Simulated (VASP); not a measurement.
Input of a VASP 6.6.1 run:

Contents of POSCAR:

```
Al
1.0
    2.8600000000      0.0000000000      0.0000000000
   -1.4300000000      2.4768326548      0.0000000000
    0.0000000000      0.0000000000      4.6703800000
Al
2
Direct
    0.3333333333      0.6666666667      0.2500000000
    0.6666666667      0.3333333333      0.7500000000
```

Contents of INCAR.step1:

```
SYSTEM = Al
ALGO     = Normal         ! electronic algorithm
EDIFF    = 1E-4           ! SCF threshold, eV
ENCUT    = 600            ! plane-wave cutoff, eV
GGA      = PE             ! functional
ISMEAR   = 1              ! smearing method
LASPH    = .TRUE.         ! aspherical terms in the spheres
LCHARG   = .FALSE.        ! write CHGCAR
LREAL    = .FALSE.        ! projectors in reciprocal space
LWAVE    = .TRUE.         ! write WAVECAR
NELM     = 80             ! most SCF steps
PREC     = Accurate       ! precision mode
SIGMA    = 0.1            ! smearing width, eV
```

File INCAR.step2:

```
SYSTEM = Al
ALGO     = Normal         ! electronic algorithm
EDIFF    = 1E-7           ! SCF threshold, eV
EDIFFG   = -0.02          ! ionic threshold
ENCUT    = 600            ! plane-wave cutoff, eV
IBRION   = 2              ! ionic algorithm
ISIF     = 3              ! what is computed and relaxed
ISMEAR   = 1              ! smearing method
ISTART   = 1            
LASPH    = .TRUE.         ! aspherical terms in the spheres
LCHARG   = .FALSE.        ! write CHGCAR
LMIXTAU  = .TRUE.       
LREAL    = .FALSE.        ! projectors in reciprocal space
LWAVE    = .FALSE.        ! write WAVECAR
METAGGA  = R2SCAN         ! meta-GGA
NELM     = 80             ! most SCF steps
NSW      = 80             ! ionic steps
PREC     = Accurate       ! precision mode
PSTRESS  = 100.0        
SIGMA    = 0.1            ! smearing width, eV
```

Contents of KPOINTS:

```
k-points
0
G
  9 9 5
  0 0 0
```

Potentials or basis: VASP PAW PBE potentials, release 64 (Al).

Command:

```bash
$ cat potpaw_PBE.64/Al/POTCAR > POTCAR
$ cp INCAR.step1 INCAR
$ mpirun -np 1 vasp_std > vasp.out
$ cp INCAR.step2 INCAR
$ mpirun -np 1 vasp_std > vasp.out
```

Question: What does it give for the band gap on the k mesh?

Answer: Zero (band 3 reaches 11.73 eV, above the bottom of band 4 at 6.63 eV).

Question: Predict the relaxed cell.

Answer: a = 2.708 Å, b = 2.708 Å, c = 4.606 Å, α = 90.00°, β = 90.00°, γ = 120.00°.

Question: What does it give for the space group after relaxing (to 0.05 Å)?

Answer: P6_3/mmc (No. 194).

Step by step:
```csv
step,energy change (eV),largest force (eV/Å),pressure (GPa),volume (Å³)
1,0.0000,0.0000,-2.81,33.08
2,0.2527,0.0000,20.55,27.14
3,0.0674,0.0000,10.51,29.14
4,0.0626,0.0000,10.16,29.21
5,0.0534,0.0000,9.95,29.23
6,0.0518,0.0000,10.12,29.25
7,0.0493,0.0000,10.03,29.24
```

Caveat: the cell is relaxed towards a set pressure, so the enthalpy falls and the energy may rise; the PAW data sets were made with another functional, which shifts forces and pressure a little.
